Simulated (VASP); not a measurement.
Wanted: the native input for a VASP 6.6.1 run.

```
Task                   : relaxation of cell and atoms
Functional             : PBE
Dispersion             : D3(BJ)
Potentials or basis    : VASP PAW PBE potentials, release 64 (Sn_d, Se)
Cutoff                 : 600 eV
k mesh                 : 10 × 10 × 10
Occupations            : gaussian, width 0.01 eV
Spin                   : no spin polarisation
Target pressure        : 50 GPa
Dipole correction      : no
Further INCAR settings : ALGO = Normal; EDIFF = 1e-06; IBRION = 2; EDIFFG = -0.001; NSW = 80; ISIF = 3
```

The structure of SnSe lies in POSCAR:

```
SnSe
1.0
    0.0000000000      2.9882564654      2.9882564654
    2.9882564654      0.0000000000      2.9882564654
    2.9882564654      2.9882564654      0.0000000000
Sn Se
1 1
Direct
    0.0000000000      0.0000000000      0.0000000000
    0.5000000000      0.5000000000      0.5000000000
```

These files were run (other wordings do the same):

INCAR

```
SYSTEM = SnSe
  PREC = Accurate
  ENCUT = 600
  EDIFF = 1E-6
  ISMEAR = 0
  SIGMA = 0.01
  LREAL = .False.
  LASPH = .True.
  NELM = 80
  ALGO = Normal
  ISIF = 3
  LWAVE = .False.
  LCHARG = .False.
  GGA = PE
  IVDW = 12
  IBRION = 2
  NSW = 80
  EDIFFG = -0.001
  PSTRESS = 500.0
```

KPOINTS

```
regular mesh
0
Gamma
  10 10 10
  0 0 0
```

Potentials or basis: VASP PAW PBE potentials, release 64 (Sn_d, Se).

The run is started by

```bash
$ cat potpaw_PBE.64/Sn_d/POTCAR potpaw_PBE.64/Se/POTCAR > POTCAR
$ mpirun -np 1 vasp_std > vasp.out
```

It gave:

The relaxed volume is 17.94 Å³/atom, the relaxed cell is a = 3.702 Å, b = 3.702 Å, c = 3.702 Å, α = 60.00°, β = 60.00°, γ = 60.00° and the space group after relaxing (to 0.05 Å) is Fm-3m (No. 225). The energy change on relaxing (the enthalpy is what falls) is +956.5 meV/atom, the ionic steps are 17 and the pressure after relaxing is 50.0 GPa. The band gap on the k mesh is 0.06 eV, indirect (least direct gap 0.64 eV) and the dispersion energy per atom is -0.541 eV.

Caveat: the cell is relaxed towards a set pressure, so the enthalpy falls and the energy may rise; the volume moved by over 15 % at a fixed basis, so the end points are rough; spin-orbit coupling is left out, which moves the levels of the heavy elements.

Wall time 2.6 min on 1 thread of Intel(R) Xeon(R) 6975P-C (Granite Rapids), on a shared host, peak memory 0.28 GiB.
